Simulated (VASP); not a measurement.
# Pd (Fm-3m) in VASP: settings compared

Aim: see how the results for Pd move with the level of theory and the settings. Levels: r2SCAN, r2SCANh. Tasks: single point.

All numbers are computed with VASP 6.6.1; they aren't measurements. Logs are shortened: lines on timing, memory, paths and dates and some standing lists are left out, and cuts for length are marked.

## Step 1: The cell of the first run

It takes space group Fm-3m (No. 225, cubic). Conventional cell: a = 3.969 Å, b = 3.969 Å, c = 3.969 Å, α = 90.00°, β = 90.00°, γ = 90.00°. Pd (site symmetry m-3m) has 12 Pd at 2.81 Å within 3.7 Å.

## Step 2: Single point, r2SCAN (volume scaled by 1.06)

POSCAR reads:

```
Pd
1.0
    0.0000000000      1.9846763588      1.9846763588
    1.9846763588      0.0000000000      1.9846763588
    1.9846763588      1.9846763588      0.0000000000
Pd
1
Direct
    0.0000000000      0.0000000000      0.0000000000
```

INCAR.step1 reads:

```
SYSTEM = Pd
ALGO     = Normal         ! electronic algorithm
EDIFF    = 1E-5           ! SCF threshold, eV
ENCUT    = 550            ! plane-wave cutoff, eV
GGA      = PE             ! functional
GGA_COMPAT= .False.      
ISMEAR   = -1             ! smearing method
LASPH    = .True.         ! aspherical terms in the spheres
LCHARG   = .False.        ! write CHGCAR
LREAL    = .False.        ! projectors in reciprocal space
LWAVE    = .True.         ! write WAVECAR
NBANDS   = 11             ! bands
NELM     = 120            ! most SCF steps
PREC     = Accurate       ! precision mode
SIGMA    = 0.05           ! smearing width, eV
```

INCAR.step2 reads:

```
SYSTEM = Pd
ALGO     = Normal         ! electronic algorithm
EDIFF    = 1E-6           ! SCF threshold, eV
ENCUT    = 550            ! plane-wave cutoff, eV
GGA_COMPAT= .False.      
ISIF     = 2              ! what is computed and relaxed
ISMEAR   = -1             ! smearing method
ISTART   = 1            
LASPH    = .True.         ! aspherical terms in the spheres
LCHARG   = .False.        ! write CHGCAR
LMIXTAU  = .True.       
LREAL    = .False.        ! projectors in reciprocal space
LWAVE    = .False.        ! write WAVECAR
METAGGA  = R2SCAN         ! meta-GGA
NBANDS   = 11             ! bands
NELM     = 120            ! most SCF steps
PREC     = Accurate       ! precision mode
SIGMA    = 0.05           ! smearing width, eV
```

KPOINTS reads:

```
k-points
0
Gamma
  12 12 12
  0 0 0
```

Potentials or basis: VASP PAW PBE potentials, release 64 (Pd).

Started as:

```bash
$ cat potpaw_PBE.64/Pd/POTCAR > POTCAR
$ cp INCAR.step1 INCAR
$ mpirun -np 1 vasp_std > vasp.out
$ cp INCAR.step2 INCAR
$ mpirun -np 1 vasp_std > vasp.out
```

OUTCAR:

```text
SYSTEM = Pd
   EDIFF = 1E-6
   ENCUT = 550
   ISIF = 2
   ISMEAR = -1
   ISTART = 1
   LASPH = .True.
   LREAL = .False.
   METAGGA = R2SCAN
   NELM = 120
   PREC = Accurate

 ion  position               nearest neighbor table
   1  0.000  0.000  0.000-

  LATTYP: Found a face centered cubic cell.
 ALAT       =     3.9693527176

  Lattice vectors:

 A1 = (   0.0000000000,   1.9846763588,   1.9846763588)
 A2 = (   1.9846763588,   0.0000000000,   1.9846763588)
 A3 = (   1.9846763588,   1.9846763588,   0.0000000000)

Analysis of symmetry for initial positions (statically):
[... 33 lines left out ...]
                                     Primitive cell

  volume of cell :      15.6350

  direct lattice vectors                    reciprocal lattice vectors
     0.000000000  1.984676359  1.984676359    -0.251930244  0.251930244  0.251930244
     1.984676359  0.000000000  1.984676359     0.251930244 -0.251930244  0.251930244
     1.984676359  1.984676359  0.000000000     0.251930244  0.251930244 -0.251930244

  length of vectors
     2.806756224  2.806756224  2.806756224     0.436355983  0.436355983  0.436355983

  position of ions in fractional coordinates (direct lattice)
     0.000000000  0.000000000  0.000000000

  ion indices of the primitive-cell ions
   primitive index   ion index
                 1           1

----------------------------------------------------------------------------------------

 KPOINTS: k-points

Automatic generation of k-mesh.
 Grid dimensions read from file:
 generate k-points for:   12   12   12

 Generating k-lattice:

  Cartesian coordinates                     Fractional coordinates (reciprocal lattice)
    -0.020994187  0.020994187  0.020994187     0.083333333  0.000000000  0.000000000
     0.020994187 -0.020994187  0.020994187     0.000000000  0.083333333  0.000000000
     0.020994187  0.020994187 -0.020994187     0.000000000  0.000000000  0.083333333

  Length of vectors
     0.036362999  0.036362999  0.036362999

  Shift w.r.t. Gamma in fractional coordinates (k-lattice)
     0.000000000  0.000000000  0.000000000

 Subroutine IBZKPT returns following result:
 ===========================================

 Found     72 irreducible k-points:

 Following reciprocal coordinates:
            Coordinates               Weight
  0.000000  0.000000  0.000000      1.000000
  0.083333  0.000000  0.000000      8.000000
  0.166667  0.000000  0.000000      8.000000
  0.250000  0.000000  0.000000      8.000000
  0.333333  0.000000  0.000000      8.000000
  0.416667  0.000000  0.000000      8.000000
[... 16 lines left out ...]
  0.500000  0.166667  0.000000     24.000000
 -0.416667  0.166667  0.000000     24.000000
 [... further k-points ...]
   k-points           NKPTS =     72   k-points in BZ     NKDIM =     72   number of bands    NBANDS=     11
   number of dos      NEDOS =    301   number of ions     NIONS =      1
   total plane-waves  NPLWV =  13824
   dimension x,y,z NGX =    24 NGY =   24 NGZ =   24
   dimension x,y,z NGXF=    48 NGYF=   48 NGZF=   48
   ions per type =               1
   NGX,Y,Z   is equivalent  to a cutoff of  14.22, 14.22, 14.22 a.u.
   NGXF,Y,Z  is equivalent  to a cutoff of  28.43, 28.43, 28.43 a.u.
 SYSTEM =  Pd
   PREC   = accura    normal or accurate (medium, high low for compatibility)
   ISTART =      1    job   : 0-new  1-cont  2-samecut
   ICHARG =      0    charge: 1-file 2-atom 10-const
   ISPIN  =      1    spin polarized calculation?
   LNONCOLLINEAR =      F non collinear calculations
   LSORBIT =      F    spin-orbit coupling
   LASPH  =      T    aspherical Exc in radial PAW
   ENCUT  =  550.0 eV  40.42 Ry    6.36 a.u.   5.37  5.37  5.37*2*pi/ulx,y,z
   NELM   =    120;   NELMIN=  2; NELMDL=  0     # of ELM steps
   EDIFF  = 0.1E-05   stopping-criterion for ELM
   LREAL  =      F    real-space projection
   EDIFFG = 0.1E-04   stopping-criterion for IOM
   NSW    =      0    number of steps for IOM
   IBRION =     -1    ionic relax: 0-MD 1-quasi-New 2-CG
   NFREE  =      0    steps in history (QN), initial steepest desc. (CG)
   ISIF   =      2    stress and relaxation
   ISYM   =      2    0-nonsym 1-usesym 2-fastsym
   POTIM  = 0.5000    time-step for ionic-motion
   TEBEG  =    0.0;   TEEND  =   0.0 temperature during run
   PSTRESS=    0.0 pullay stress
   NELECT =      10.0000    total number of electrons
   NUPDOWN=      -1.0000    fix difference up-down
   EMIN   =  10.00;   EMAX   =-10.00  energy-range for DOS
   EFERMI =   0.00;   METHOD = LEGACY
   ISMEAR =    -1;   SIGMA  =   0.05  broadening in eV -4-tet -1-fermi 0-gaus
   EFERMI_NEDOS =   21; number of points for ismear=-14 and -15
   IALGO  =     38    algorithm
   IMIX   =      4    mixing-type and parameters
     AMIX     =   0.40;   BMIX     =  1.00
     AMIX_MAG =   1.60;   BMIX_MAG =  1.00
  volume/ion in A,a.u.               =      15.64       105.51
  Fermi-wavevector in a.u.,A,eV,Ry     =   1.410507  2.665471 27.069185  1.989529
  Thomas-Fermi vector in A             =   2.532453
   LORBIT       =      0    0 simple, 1 ext, 2 COOP (PROOUT), +10 PAW based schemes
   METAGGA = R2SCAN    functional components
   LHFCALC =     F    Hartree Fock is set to
   AEXX    =    0.0000 exact exchange contribution
   IVDW    =     0    specifies the selected vdW correction
   LEPSILON=     F    determine dielectric tensor
   LRPA    =     F    only Hartree local field effects (RPA)
 non-spin polarized calculation
  energy-cutoff  :      550.00
  volume of cell :       15.64
 maximum number of plane-waves:       471
 NGX is ok and might be reduce to    24
   NGX = 11   NGY = 11   NGZ = 11

 number of electron      10.0000001 magnetization

 Free energy of the ion-electron system (eV)
  ---------------------------------------------------
  ext. energy  EPLUGINS =         0.00000000
  ---------------------------------------------------
  free energy    TOTEN  =       -22.94245880 eV

  energy without entropy =      -22.92240982  energy(sigma->0) =      -22.93243431

 E-fermi :   8.6267     XC(G=0): -13.7084

 val. band max:        8.6204651324   @ k =  -0.4167   0.3333   0.0833
 cond. band min:       8.6274053755   @ k =  -0.2500   0.4167   0.1667
 fundamental gap:      0.0069402431
 Fermi energy:         8.6266843817

 k-point     1 :       0.0000    0.0000    0.0000
  band No.  band energies     occupation
      1       1.9281      2.00000
      2       5.9940      2.00000
      3       5.9940      2.00000
      4       5.9940      2.00000
      5       7.4510      2.00000
      6       7.4510      2.00000
      7      26.6261      0.00000
      8      31.2679      0.00000
      9      31.2679      0.00000
     10      31.2679      0.00000
     11      31.2853      0.00000

 k-point     2 :       0.0833    0.0000    0.0000
  band No.  band energies     occupation
      1       2.1744      2.00000
      2       5.9157      2.00000
      3       6.0743      2.00000
      4       6.0743      2.00000
      5       7.4165      2.00000
      6       7.4165      2.00000
      7      26.8281      0.00000
      8      29.7231      0.00000
      9      31.3046      0.00000
     10      31.5124      0.00000
     11      31.5124      0.00000

 k-point     3 :       0.1667    0.0000    0.0000
  band No.  band energies     occupation
      1       2.8399      2.00000
      2       5.7875      2.00000
      3       6.2338      2.00000
      4       6.2338      2.00000
      5       7.3999      2.00000
      6       7.3999      2.00000
      7      26.2890      0.00000
      8      27.8978      0.00000
      9      31.3015      0.00000
     10      32.1202      0.00000
     11      32.1202      0.00000

 k-point     4 :       0.2500    0.0000    0.0000
  band No.  band energies     occupation
      1       3.5677      2.00000
      2       6.0315      2.00000
      3       6.2583      2.00000
      4       6.2583      2.00000
      5       7.6154      2.00000
      6       7.6154      2.00000
      7      23.3840      0.00000
      8      27.6081      0.00000
      9      31.2946      0.00000
     10      32.5245      0.00000
     11      32.5245      0.00000

 k-point     5 :       0.3333    0.0000    0.0000
  band No.  band energies     occupation
      1       3.7952      2.00000
      2       6.1229      2.00000
      3       6.1229      2.00000
      4       7.2285      2.00000
      5       8.0480      1.99998
      6       8.0480      1.99998
      7      20.1997      0.00000
      8      26.8964      0.00000
      9      31.2929      0.00000
     10      31.7133      0.00000
     11      31.7133      0.00000

 k-point     6 :       0.4167    0.0000    0.0000
  band No.  band energies     occupation
      1       3.7273      2.00000
      2       5.9835      2.00000
      3       5.9835      2.00000
      4       8.4469      1.94656
      5       8.4469      1.94656
      6       9.0003      0.00114
      7      17.3299      0.00000
      8      26.2516      0.00000
      9      30.6093      0.00000
     10      30.6093      0.00000
     11      31.2938      0.00000

 k-point     7 :       0.5000    0.0000    0.0000
  band No.  band energies     occupation
      1       3.6795      2.00000
      2       5.9288      2.00000
      3       5.9288      2.00000
      4       8.6067      1.19762
      5       8.6067      1.19762
      6      10.0775      0.00000
      7      15.8945      0.00000
      8      26.0126      0.00000
      9      30.1724      0.00000
     10      30.1724      0.00000
     11      31.2943      0.00000

 k-point     8 :       0.0833    0.0833    0.0000
  band No.  band energies     occupation
      1       2.2569      2.00000
      2       5.8246      2.00000
      3       6.1384      2.00000
      4       6.1384      2.00000
      5       7.2815      2.00000
      6       7.5194      2.00000
      7      26.9369      0.00000
      8      30.1976      0.00000
      9      30.9188      0.00000
     10      30.9188      0.00000
     11      31.3147      0.00000
[... 141 lines left out ...]
 k-point    19 :       0.1667    0.1667    0.0000
  band No.  band energies     occupation
      1       3.1483      2.00000
      2       5.3853      2.00000
      3       6.5586      2.00000
      4       6.5586      2.00000
      5       6.9118      2.00000
      6       7.7094      2.00000
      7      27.7348      0.00000
      8      28.7894      0.00000
      9      29.4259      0.00000
     10      29.4259      0.00000
     11      31.2809      0.00000

 k-point    20 :       0.2500    0.1667    0.0000
  band No.  band energies     occupation
      1       3.7815      2.00000
      2       5.1616      2.00000
      3       6.4683      2.00000
      4       6.7759      2.00000
      5       7.2808      2.00000
      6       7.8874      2.00000
      7      26.0408      0.00000
      8      28.0852      0.00000
      9      28.4852      0.00000
     10      29.9863      0.00000
     11      31.2552      0.00000

 k-point    21 :       0.3333    0.1667    0.0000
  band No.  band energies     occupation
      1       4.2546      2.00000
      2       5.2729      2.00000
      3       6.1627      2.00000
      4       6.7775      2.00000
      5       8.2309      1.99927
      6       8.3547      1.99135
      7      22.8031      0.00000
      8      27.4201      0.00000
      9      27.7918      0.00000
     10      29.9930      0.00000
     11      31.3435      0.00000

 k-point    22 :       0.4167    0.1667    0.0000
  band No.  band energies     occupation
      1       4.2580      2.00000
      2       5.6106      2.00000
      3       6.2052      2.00000
      4       6.6403      2.00000
      5       8.5610      1.57655
      6       9.9613      0.00000
      7      19.5569      0.00000
      8      26.4065      0.00000
      9      27.4777      0.00000
     10      29.2084      0.00000
     11      31.3455      0.00000

 k-point    23 :       0.5000    0.1667    0.0000
  band No.  band energies     occupation
      1       4.2144      2.00000
      2       5.5408      2.00000
      3       6.5001      2.00000
      4       6.7155      2.00000
      5       8.6473      0.79653
      6      11.8787      0.00000
      7      16.7743      0.00000
      8      25.4854      0.00000
      9      27.7687      0.00000
     10      28.3865      0.00000
     11      31.3292      0.00000

 k-point    24 :      -0.4167    0.1667    0.0000
  band No.  band energies     occupation
      1       4.2632      2.00000
      2       5.5460      2.00000
      3       6.4331      2.00000
      4       6.9112      2.00000
      5       8.4030      1.97747
      6      12.4458      0.00000
      7      16.2254      0.00000
      8      24.8257      0.00000
      9      28.0329      0.00000
     10      28.8154      0.00000
     11      31.3216      0.00000

 [... further k-points ...]
[... 5 lines left out ...]
  --------------------------------------------------------------------------------------
  -------------------------------------------------------------------------------------
  Total       -0.7137029     -0.7137029     -0.7137029      0.0000000      0.0000000      0.0000000
  in kB      -73.1356199    -73.1356199    -73.1356199      0.0000000      0.0000000      0.0000000
  external PRESSURE =     -73.1356199 kB  Pullay stress =       0.0000000 kB

 VOLUME and BASIS-vectors are now :
 -----------------------------------------------------------------------------
  energy-cutoff  :      550.00
  volume of cell :       15.64
      direct lattice vectors                 reciprocal lattice vectors
     0.000000000  1.984676359  1.984676359    -0.251930244  0.251930244  0.251930244
     1.984676359  0.000000000  1.984676359     0.251930244 -0.251930244  0.251930244
     1.984676359  1.984676359  0.000000000     0.251930244  0.251930244 -0.251930244

 POSITION                                       TOTAL-FORCE (eV/Angst)
 -----------------------------------------------------------------------------------
      0.00000      0.00000      0.00000         0.000000      0.000000      0.000000
 -----------------------------------------------------------------------------------
    total drift:                               -0.000000      0.000000     -0.000000

  FREE ENERGIE OF THE ION-ELECTRON SYSTEM (eV)
  ---------------------------------------------------
  free  energy   TOTEN  =       -22.9424588018 eV

  energy  without entropy=      -22.9224098165  energy(sigma->0) =      -22.93243431
```

It took 34 s on 1 thread of Intel Xeon 6975P-C, shared host; peak memory 0.15 GiB.

Results:

```
Free energy            : -22.9425 eV
Pressure               : -7.3 GPa
Band gap on the k mesh : zero (band 5 reaches 8.92 eV, above the bottom of band 6 at 7.40 eV)
```

Levels at points of the mesh, in eV from the Fermi level:
| k point | band 2 | band 3 | band 4 | band 5 | band 6 | band 7 | band 8 | band 9 |
| --- | --- | --- | --- | --- | --- | --- | --- | --- |
| (0.00, 0.00, 0.00) | -2.63 | -2.63 | -2.63 | -1.18 | -1.18 | 18.00 | 22.64 | 22.64 |
| (0.50, 0.00, 0.00) | -2.70 | -2.70 | -0.02 | -0.02 | 1.45 | 7.27 | 17.39 | 21.55 |
| (0.50, 0.50, 0.00) | -4.77 | -0.08 | 0.29 | 0.29 | 3.69 | 10.73 | 13.62 | 13.62 |

Caveat: the PAW data sets were made with another functional, which shifts forces and pressure a little.

(Continued in part 2 of 2.)
